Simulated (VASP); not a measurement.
A run of VASP 6.6.1 is set up as follows.

The input INCAR:

```
SYSTEM = CdS
ALGO = Normal ; EDIFF = 1E-7
ENCUT = 520 ; GGA = RP
ISIF = 2 ; ISMEAR = -1
LASPH = .TRUE. ; LCHARG = .FALSE.
LREAL = .FALSE. ; LWAVE = .FALSE.
NBANDS = 16 ; NELM = 80
PREC = Accurate ; SIGMA = 0.05
```

File KPOINTS:

```
k-points
0
G
  8 8 8
  0 0 0
```

Contents of POSCAR:

```
CdS
1.0
    0.0000000000      2.9737007966      2.9737007966
    2.9737007966      0.0000000000      2.9737007966
    2.9737007966      2.9737007966      0.0000000000
Cd S
1 1
Direct
    0.0000000000      0.0000000000      0.0000000000
    0.7500000000      0.7500000000      0.7500000000
```

Potentials or basis: VASP PAW PBE potentials, release 64 (Cd, S).

Launch:

```sh
$ cat potpaw_PBE.64/Cd/POTCAR potpaw_PBE.64/S/POTCAR > POTCAR
$ mpirun -np 1 vasp_std > vasp.out
```

Task: Estimate the pressure.

Result: 1.8 GPa.

Task: Estimate the band gap on the k mesh.

Result: 1.20 eV, direct.

Caveat: the PAW data sets were made with another functional, which shifts forces and pressure a little. RPBE gaps usually lie below the measured ones, often by a third to a half.
